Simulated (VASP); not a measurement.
# Ge (Fd-3m) in VASP: a series of runs

Aim: see how the results for Ge move with the level of theory and the settings. Levels: HSE06, PBE, LDA, RPBE+D4. Tasks: single point.

Program: VASP 6.6.1. These are calculated values, not measurements. Logs are shortened: lines on timing, memory, paths and dates and some standing lists are left out, and cuts for length are marked.

## 1. The cell of the first run

Symmetry: Fd-3m, No. 227, cubic system. Conventional cell: a = 5.695 Å, b = 5.695 Å, c = 5.695 Å, α = 90.00°, β = 90.00°, γ = 90.00°. Ge (site symmetry -43m) has 4 Ge at 2.47 Å within 3.3 Å.

## 2. Single point, HSE06

The input, POSCAR:

```
Ge
1.0
    0.0000000000      2.8476450493      2.8476450493
    2.8476450493      0.0000000000      2.8476450493
    2.8476450493      2.8476450493      0.0000000000
Ge
2
Direct
    0.7500000000      0.7500000000      0.7500000000
    0.5000000000      0.5000000000      0.5000000000
```

The input, INCAR.step1:

```
SYSTEM = Ge
PREC = Accurate ; ENCUT = 520
EDIFF = 1E-5 ; ISMEAR = -1
SIGMA = 0.05 ; LREAL = .False.
LASPH = .True. ; NELM = 100
ALGO = Normal ; ISIF = 2
LWAVE = .True. ; NBANDS = 21
GGA = PE
```

The input, INCAR.step2:

```
SYSTEM = Ge
PREC = Accurate ; ENCUT = 520
EDIFF = 1E-6 ; ISMEAR = -1
SIGMA = 0.05 ; LREAL = .False.
LASPH = .True. ; NELM = 100
ALGO = Normal ; ISIF = 2
LWAVE = .False. ; LCHARG = .True.
GGA = PE ; LHFCALC = .True.
HFSCREEN = 0.2079 ; PRECFOCK = Normal
LELF = .True. ; LVHAR = .True.
NBANDS = 21 ; ISTART = 1
```

The input, KPOINTS:

```
Automatic mesh
0
Gamma
  4 4 4
  0 0 0
```

Potentials or basis: VASP PAW PBE potentials, release 64 (Ge_d).

Command:

```sh
$ cat potpaw_PBE.64/Ge_d/POTCAR > POTCAR
$ cp INCAR.step1 INCAR
$ mpirun -np 1 vasp_std > vasp.out
$ cp INCAR.step2 INCAR
$ mpirun -np 1 vasp_std > vasp.out
```

OUTCAR:

```text
SYSTEM = Ge
   PREC = Accurate
   ENCUT = 520
   EDIFF = 1E-6
   ISMEAR = -1
   LREAL = .False.
   LASPH = .True.
   NELM = 100
   ISIF = 2
   GGA = PE
   LHFCALC = .True.
   HFSCREEN = 0.2079
   PRECFOCK = Normal
   ISTART = 1

 ion  position               nearest neighbor table
   1  0.750  0.750  0.750-   2 2.47   2 2.47   2 2.47   2 2.47
   2  0.500  0.500  0.500-   1 2.47   1 2.47   1 2.47   1 2.47

  LATTYP: Found a face centered cubic cell.
 ALAT       =     5.6952900986

  Lattice vectors:

 A1 = (   0.0000000000,   2.8476450493,   2.8476450493)
 A2 = (   2.8476450493,   0.0000000000,   2.8476450493)
 A3 = (   2.8476450493,   2.8476450493,   0.0000000000)

Analysis of symmetry for initial positions (statically):
=====================================================================
 Subroutine PRICEL returns:
 Original cell was already a primitive cell.

 Routine SETGRP: Setting up the symmetry group for a
 face centered cubic supercell.

 Subroutine GETGRP returns: Found 48 space group operations
 (whereof 24 operations were pure point group operations)
 out of a pool of 48 trial point group operations.

The static configuration has the point symmetry T_d .
 The point group associated with its full space group is O_h .

Analysis of symmetry for dynamics (positions and initial velocities):
=====================================================================
 Subroutine PRICEL returns:
 Original cell was already a primitive cell.

 Routine SETGRP: Setting up the symmetry group for a
 face centered cubic supercell.

 Subroutine GETGRP returns: Found 48 space group operations
 (whereof 24 operations were pure point group operations)
 out of a pool of 48 trial point group operations.

The dynamic configuration has the point symmetry T_d .
 The point group associated with its full space group is O_h .

 Subroutine INISYM returns: Found 48 space group operations
 (whereof 24 operations are pure point group operations),
 and found     1 'primitive' translations

----------------------------------------------------------------------------------------

                                     Primitive cell

  volume of cell :      46.1836

[... 71 lines left out ...]
   EDIFF  = 0.1E-05   stopping-criterion for ELM
   LREAL  =      F    real-space projection
   EDIFFG = 0.1E-04   stopping-criterion for IOM
   NSW    =      0    number of steps for IOM
   IBRION =     -1    ionic relax: 0-MD 1-quasi-New 2-CG
   NFREE  =      0    steps in history (QN), initial steepest desc. (CG)
   ISIF   =      2    stress and relaxation
   ISYM   =      3    0-nonsym 1-usesym 2-fastsym
   POTIM  = 0.5000    time-step for ionic-motion
   TEBEG  =    0.0;   TEEND  =   0.0 temperature during run
   PSTRESS=    0.0 pullay stress
   NELECT =      28.0000    total number of electrons
   NUPDOWN=      -1.0000    fix difference up-down
   EMIN   =  10.00;   EMAX   =-10.00  energy-range for DOS
   EFERMI =   0.00;   METHOD = LEGACY
   ISMEAR =    -1;   SIGMA  =   0.05  broadening in eV -4-tet -1-fermi 0-gaus
   EFERMI_NEDOS =   21; number of points for ismear=-14 and -15
   IALGO  =     38    algorithm
   IMIX   =      1    mixing-type and parameters
     AMIX     =   0.40;   BMIX     =  1.00
     AMIX_MAG =   1.60;   BMIX_MAG =  1.00
  volume/ion in A,a.u.               =      23.09       155.83
  Fermi-wavevector in a.u.,A,eV,Ry     =   1.385580  2.618367 26.120905  1.919832
  Thomas-Fermi vector in A             =   2.509977
   LORBIT       =      0    0 simple, 1 ext, 2 COOP (PROOUT), +10 PAW based schemes
   GGA     = PE    functional components
   LHFCALC =     T    Hartree Fock is set to
   PRECFOCK=normal    Normal, Fast or Accurate (Low or Medium for compatibility)
   ENCUT4O =  -1.0   cutoff for four orbital integrals eV
   NKREDX  =     1    reduce k-point grid by
   NKREDY  =     1    reduce k-point grid by
   NKREDZ  =     1    reduce k-point grid by
   AEXX    =    0.2500 exact exchange contribution
   HFSCREEN=    0.2079 screening length (either q_TF or 0.3 A-1)
   HFSCREENC=   0.2079 screening length for correlation (either q_TF or 0.3 A-1)
   ENCUTFOCK=  -1.0 apply spherical cutoff to Coloumb kernel
   IVDW    =     0    specifies the selected vdW correction
   LEPSILON=     F    determine dielectric tensor
   LRPA    =     F    only Hartree local field effects (RPA)
 non-spin polarized calculation
  energy-cutoff  :      520.00
  volume of cell :       46.18
 maximum number of plane-waves:      1245
 NGX is ok and might be reduce to    30
  NGX = 24; NGY = 24; NGZ = 24

 number of electron      28.0000006 magnetization

 Free energy of the ion-electron system (eV)
  ---------------------------------------------------
  ext. energy  EPLUGINS =         0.00000000
  ---------------------------------------------------
  free energy    TOTEN  =       -10.45817924 eV

  energy without entropy =      -10.45814124  energy(sigma->0) =      -10.45816024

 E-fermi :   4.8748     XC(G=0):  -8.1328

 val. band max:        4.4901505375   @ k =   0.0000   0.0000   0.0000
 cond. band min:       5.2503315602   @ k =   0.0000   0.0000   0.0000
 fundamental gap:      0.7601810227
 Fermi energy:         4.8748198729

 k-point     1 :       0.0000    0.0000    0.0000
  band No.  band energies     occupation
      1     -23.4025      2.00000
      2     -23.4025      2.00000
      3     -23.4025      2.00000
      4     -23.3672      2.00000
      5     -23.3672      2.00000
      6     -23.1698      2.00000
[... 181 lines left out ...]
     20      16.5855      0.00000
     21      18.5015      0.00000

------------------------ aborting loop because EDIFF is reached ----------------------------------------

  FORCE on cell =-STRESS in cart. coord.  units (eV):
  Direction    XX          YY          ZZ          XY          YZ          ZX
  --------------------------------------------------------------------------------------
  -------------------------------------------------------------------------------------
  Total       -0.0894062     -0.0894062     -0.0894062     -0.0000000      0.0000000      0.0000000
  in kB       -3.1016339     -3.1016339     -3.1016339     -0.0000000      0.0000000      0.0000000
  external PRESSURE =      -3.1016339 kB  Pullay stress =       0.0000000 kB

 VOLUME and BASIS-vectors are now :
 -----------------------------------------------------------------------------
  energy-cutoff  :      520.00
  volume of cell :       46.18
      direct lattice vectors                 reciprocal lattice vectors
     0.000000000  2.847645049  2.847645049    -0.175583681  0.175583681  0.175583681
     2.847645049  0.000000000  2.847645049     0.175583681 -0.175583681  0.175583681
     2.847645049  2.847645049  0.000000000     0.175583681  0.175583681 -0.175583681

 POSITION                                       TOTAL-FORCE (eV/Angst)
 -----------------------------------------------------------------------------------
      4.27147      4.27147      4.27147        -0.000000      0.000000     -0.000000
      2.84765      2.84765      2.84765         0.000000     -0.000000      0.000000
 -----------------------------------------------------------------------------------
    total drift:                               -0.000001      0.000001     -0.000001

  FREE ENERGIE OF THE ION-ELECTRON SYSTEM (eV)
  ---------------------------------------------------
  free  energy   TOTEN  =       -10.4581792387 eV

  energy  without entropy=      -10.4581412411  energy(sigma->0) =      -10.45816024
```

OUTCAR.step1:

```text
SYSTEM = Ge
   PREC = Accurate
   ENCUT = 520
   EDIFF = 1E-5
   ISMEAR = -1
   LREAL = .False.
[... 397 lines left out ...]
      4.27147      4.27147      4.27147        -0.000000     -0.000000     -0.000000
      2.84765      2.84765      2.84765         0.000000      0.000000      0.000000
 -----------------------------------------------------------------------------------
    total drift:                                0.000000     -0.000000      0.000000

  FREE ENERGIE OF THE ION-ELECTRON SYSTEM (eV)
  ---------------------------------------------------
  free  energy   TOTEN  =        -8.7729677219 eV

  energy  without entropy=       -8.7674467566  energy(sigma->0) =       -8.77020724
```

OSZICAR.step1:

```text
N       E                     dE             d eps       ncg     rms          rms(c)
DAV:   1     0.186443596558E+03    0.18644E+03   -0.14196E+04   393   0.360E+03
DAV:   2     0.168509178332E+02   -0.16959E+03   -0.16406E+03   336   0.604E+02
DAV:   3    -0.807122340083E+01   -0.24922E+02   -0.24782E+02   396   0.137E+02
DAV:   4    -0.885246488326E+01   -0.78124E+00   -0.78042E+00   381   0.291E+01
DAV:   5    -0.886561135466E+01   -0.13146E-01   -0.13146E-01   381   0.405E+00    0.322E+00
DAV:   6    -0.880176910264E+01    0.63842E-01   -0.22953E-02   366   0.139E+00    0.191E+00
DAV:   7    -0.877044072148E+01    0.31328E-01   -0.54509E-02   377   0.197E+00    0.154E-01
DAV:   8    -0.877264820939E+01   -0.22075E-02   -0.59151E-03   366   0.865E-01    0.493E-02
DAV:   9    -0.877295775587E+01   -0.30955E-03   -0.36965E-04   371   0.178E-01    0.149E-02
DAV:  10    -0.877296772189E+01   -0.99660E-05   -0.27280E-05   312   0.660E-02
   1 F= -.87729677E+01 E0= -.87702072E+01  d E =-.552097E-02
```

It took 6.4 min on 1 thread of Intel Xeon 6975P-C (Granite Rapids), shared host; peak memory 0.26 GiB.

Results:

| Item | Value |
| --- | --- |
| Free energy | -10.4582 eV |
| Pressure | -0.3 GPa |
| Band gap on the k mesh | 0.76 eV, direct |

Caveat: the k points lie up to 0.48 Å⁻¹ apart; the PAW data sets were made with another functional, which shifts forces and pressure a little. A k mesh can miss the band edges.

## 3. Single point, HSE06

This run uses another cell than the first one, of 23.54 Å³/atom, 1.020 times its volume.

The input, POSCAR:

```
Ge
1.0
    0.0000000000      2.8661367691      2.8661367691
    2.8661367691      0.0000000000      2.8661367691
    2.8661367691      2.8661367691      0.0000000000
Ge
2
Direct
    0.7500000000      0.7500000000      0.7500000000
    0.5000000000      0.5000000000      0.5000000000
```

The input, INCAR.step1:

```
ALGO = Normal
EDIFF = 1E-5
ENCUT = 520
GGA = PE
ISIF = 2
ISMEAR = -1
LASPH = T
LREAL = F
LWAVE = T
NBANDS = 21
NELM = 100
PREC = Accurate
SIGMA = 0.05
```

The input, INCAR.step2:

```
ALGO = Normal
EDIFF = 1E-6
ENCUT = 520
GGA = PE
HFSCREEN = 0.2079
ISIF = 2
ISMEAR = -1
ISTART = 1
LASPH = T
LCHARG = T
LELF = T
LHFCALC = T
LREAL = F
LVHAR = T
LWAVE = F
NBANDS = 21
NELM = 100
PREC = Accurate
PRECFOCK = Normal
SIGMA = 0.05
```

The input, KPOINTS:

```
k-points
0
Gamma
  4 4 4
```

Potentials or basis: VASP PAW PBE potentials, release 64 (Ge_d).

Command:

```sh
$ cat potpaw_PBE.64/Ge_d/POTCAR > POTCAR
$ cp INCAR.step1 INCAR
$ mpirun -np 1 vasp_std > vasp.out
$ cp INCAR.step2 INCAR
$ mpirun -np 1 vasp_std > vasp.out
```

Wall time 6.2 min (1 thread of Intel Xeon 6975P-C (Granite Rapids), shared host); peak memory 0.27 GiB.

Results (log left out):

| Quantity | Value |
| --- | --- |
| Free energy | -10.4525 eV |
| Pressure | -1.6 GPa |
| Band gap on the k mesh | 0.56 eV, direct |

Levels at points of the mesh, in eV from the valence-band top:
```tsv
k point	band 10	band 11	band 12	band 13	band 14	band 15	band 16	band 17	band 18	band 19
(0.00, 0.00, 0.00)	-27.64	-13.70	0.00	0.00	0.00	0.56	3.22	3.22	3.22	7.17
(0.50, 0.00, 0.00)	-27.62	-11.47	-8.07	-1.45	-1.45	0.74	4.46	4.46	7.93	11.37
(0.50, 0.50, 0.00)	-27.61	-9.52	-9.52	-3.20	-3.20	1.36	1.36	10.48	10.48	12.48
```

Caveat: the k points lie up to 0.47 Å⁻¹ apart; the PAW data sets were made with another functional, which shifts forces and pressure a little.

[end of part 1 of 2]
